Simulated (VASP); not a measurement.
# BaZrO3 (Pm-3m) in VASP: further runs, part 2 of 2

VASP 6.6.1.

### 3 Single point, PBEsol

This run uses another cell than the first one, of 14.61 Å³/atom, 1.029 times its volume.

INCAR

```
SYSTEM = BaZrO3
ALGO = Normal
EDIFF = 1E-6
ENCUT = 520
GGA = PS
ISIF = 2
ISMEAR = -1
LASPH = .TRUE.
LCHARG = .TRUE.
LELF = .TRUE.
LREAL = .FALSE.
LVHAR = .TRUE.
LWAVE = .FALSE.
NBANDS = 28
NELM = 80
PREC = Accurate
SIGMA = 0.05
```

KPOINTS

```
k-points
0
G
  8 8 8
  0 0 0
```

POSCAR

```
BaZrO3
1.0
    4.1806150146      0.0000000000      0.0000000000
    0.0000000000      4.1806150146      0.0000000000
    0.0000000000      0.0000000000      4.1806150146
Ba Zr O
1 1 3
Direct
    0.0000000000      0.0000000000      0.0000000000
    0.5000000000      0.5000000000      0.5000000000
    0.0000000000      0.5000000000      0.5000000000
    0.5000000000      0.0000000000      0.5000000000
    0.5000000000      0.5000000000      0.0000000000
```

Potentials or basis: VASP PAW PBE potentials, release 64 (Ba_sv, Zr_sv, O).

Command:

```sh
$ cat potpaw_PBE.64/Ba_sv/POTCAR potpaw_PBE.64/Zr_sv/POTCAR potpaw_PBE.64/O/POTCAR > POTCAR
$ mpirun -np 1 vasp_std > vasp.out
```

OUTCAR:

```text
SYSTEM = BaZrO3
   EDIFF = 1E-6
   ENCUT = 520
   GGA = PS
   ISIF = 2
   ISMEAR = -1
   LASPH = .TRUE.
   LREAL = .FALSE.
   NELM = 80
   PREC = Accurate

 ion  position               nearest neighbor table
   1  0.000  0.000  0.000-   3 2.96   4 2.96   5 2.96   3 2.96   4 2.96   3 2.96   5 2.96   3 2.96
                             4 2.96   5 2.96   4 2.96   5 2.96   2 3.62   2 3.62   2 3.62   2 3.62
   2  0.500  0.500  0.500-   3 2.09   4 2.09   5 2.09   5 2.09   4 2.09   3 2.09   1 3.62   1 3.62
                             1 3.62   1 3.62   1 3.62   1 3.62   1 3.62   1 3.62
   3  0.000  0.500  0.500-   2 2.09   2 2.09   1 2.96   1 2.96   1 2.96   1 2.96
   4  0.500  0.000  0.500-   2 2.09   2 2.09   1 2.96   1 2.96   1 2.96   1 2.96
   5  0.500  0.500  0.000-   2 2.09   2 2.09   1 2.96   1 2.96   1 2.96   1 2.96

  LATTYP: Found a simple cubic cell.
 ALAT       =     4.1806150146

  Lattice vectors:

 A1 = (   4.1806150146,   0.0000000000,   0.0000000000)
 A2 = (   0.0000000000,   4.1806150146,   0.0000000000)
 A3 = (   0.0000000000,   0.0000000000,   4.1806150146)

Analysis of symmetry for initial positions (statically):
=====================================================================
[... 182 lines left out ...]
 fundamental gap:      3.1226143068
 Fermi energy:         4.8309353111

 k-point     1 :       0.0000    0.0000    0.0000
  band No.  band energies     occupation
      1     -43.1374      2.00000
      2     -21.5286      2.00000
      3     -21.3584      2.00000
      4     -21.3584      2.00000
      5     -21.3584      2.00000
      6     -12.6131      2.00000
[... 733 lines left out ...]
     27      12.1631      0.00000
     28      12.8424      0.00000

 [... further k-points ...]

------------------------ aborting loop because EDIFF is reached ----------------------------------------

  FORCE on cell =-STRESS in cart. coord.  units (eV):
  Direction    XX          YY          ZZ          XY          YZ          ZX
  --------------------------------------------------------------------------------------
  -------------------------------------------------------------------------------------
  Total        0.5340014      0.5340014      0.5340014      0.0000000     -0.0000000      0.0000000
  in kB       11.7093417     11.7093417     11.7093417      0.0000000     -0.0000000      0.0000000
  external PRESSURE =      11.7093417 kB  Pullay stress =       0.0000000 kB

 VOLUME and BASIS-vectors are now :
 -----------------------------------------------------------------------------
  energy-cutoff  :      520.00
  volume of cell :       73.07
      direct lattice vectors                 reciprocal lattice vectors
     4.180615015  0.000000000  0.000000000     0.239199256  0.000000000  0.000000000
     0.000000000  4.180615015  0.000000000     0.000000000  0.239199256  0.000000000
     0.000000000  0.000000000  4.180615015     0.000000000  0.000000000  0.239199256

 POSITION                                       TOTAL-FORCE (eV/Angst)
 -----------------------------------------------------------------------------------
      0.00000      0.00000      0.00000         0.000000      0.000000      0.000000
      2.09031      2.09031      2.09031         0.000000      0.000000      0.000000
      0.00000      2.09031      2.09031         0.000000      0.000000      0.000000
      2.09031      0.00000      2.09031         0.000000      0.000000      0.000000
      2.09031      2.09031      0.00000         0.000000      0.000000      0.000000
 -----------------------------------------------------------------------------------
    total drift:                                0.000000     -0.000000     -0.000000

  FREE ENERGIE OF THE ION-ELECTRON SYSTEM (eV)
  ---------------------------------------------------
  free  energy   TOTEN  =       -43.6209538986 eV

  energy  without entropy=      -43.6209538986  energy(sigma->0) =      -43.62095390
```

OSZICAR:

```text
N       E                     dE             d eps       ncg     rms          rms(c)
DAV:   1     0.300743659343E+03    0.30074E+03   -0.21936E+04  1960   0.140E+03
DAV:   2    -0.299863676226E+02   -0.33073E+03   -0.32042E+03  2444   0.347E+02
DAV:   3    -0.499321938580E+02   -0.19946E+02   -0.19857E+02  3044   0.797E+01
DAV:   4    -0.504720375978E+02   -0.53984E+00   -0.53909E+00  2752   0.106E+01
DAV:   5    -0.504822094547E+02   -0.10172E-01   -0.10171E-01  2732   0.117E+00    0.296E+01
DAV:   6    -0.437912584838E+02    0.66910E+01   -0.33889E+01  2324   0.362E+01    0.136E+01
DAV:   7    -0.436617495651E+02    0.12951E+00   -0.25604E+00  2712   0.874E+00    0.811E+00
DAV:   8    -0.436243517964E+02    0.37398E-01   -0.31177E-01  2400   0.402E+00    0.655E-01
DAV:   9    -0.436207125299E+02    0.36393E-02   -0.48210E-02  2668   0.123E+00    0.515E-01
DAV:  10    -0.436212535337E+02   -0.54100E-03   -0.12986E-02  2616   0.926E-01    0.218E-01
DAV:  11    -0.436209366488E+02    0.31688E-03   -0.17475E-03  2452   0.348E-01    0.307E-02
DAV:  12    -0.436209579139E+02   -0.21265E-04   -0.12111E-04  2476   0.738E-02    0.397E-02
DAV:  13    -0.436209540695E+02    0.38444E-05   -0.12749E-05  2620   0.262E-02    0.515E-03
DAV:  14    -0.436209538986E+02    0.17090E-06   -0.18162E-06  2012   0.949E-03
   1 F= -.43620954E+02 E0= -.43620954E+02  d E =-.110642E-10
```

stdout:

```text
POSCAR found type information on POSCAR BaZrO
 POSCAR found :  3 types and       5 ions
 scaLAPACK will be used
 -----------------------------------------------------------------------------
|                                                                             |
|                                                                             |
|     You enforced a specific xc type in the INCAR file but a different       |
|     I HOPE YOU KNOW WHAT YOU ARE DOING!                                     |
|                                                                             |
 -----------------------------------------------------------------------------

 LDA part: xc-table for (Slater+PW92), standard interpolation
 POSCAR, INCAR and KPOINTS ok, starting setup
 FFT: planning ... GRIDC
 FFT: planning ... GRID_SOFT
 FFT: planning ... GRID
 WAVECAR not read
 entering main loop
```

Wall time 31 s (1 thread of AMD EPYC 9R45 (Zen 5), shared host); peak memory 0.19 GiB.

What came out:

```yaml
Free_energy: -43.6210 eV
Pressure: 1.2 GPa
Band_gap_on_the_k_mesh: 3.12 eV, indirect (least direct gap 3.33 eV)
```

Levels at points of the mesh, in eV from the valence-band top:
| k point | band 16 | band 17 | band 18 | band 19 | band 20 | band 21 | band 22 | band 23 | band 24 | band 25 |
| --- | --- | --- | --- | --- | --- | --- | --- | --- | --- | --- |
| (0.00, 0.00, 0.00) | -1.01 | -1.01 | -0.21 | -0.21 | -0.21 | 3.12 | 3.12 | 3.12 | 4.55 | 4.55 |
| (0.50, 0.00, 0.00) | -1.77 | -1.77 | -1.74 | -0.44 | -0.44 | 3.59 | 5.74 | 5.74 | 6.39 | 6.64 |
| (0.50, 0.50, 0.00) | -2.47 | -0.94 | -0.94 | -0.77 | -0.08 | 5.70 | 5.70 | 6.47 | 6.49 | 7.72 |
| (0.50, 0.50, 0.50) | -2.57 | -2.57 | 0.00 | 0.00 | 0.00 | 5.93 | 5.93 | 5.93 | 7.06 | 7.06 |

Caveat: the PAW data sets were made with another functional, which shifts forces and pressure a little; spin-orbit coupling is left out, which moves the levels of the heavy elements. A k mesh can miss the band edges.
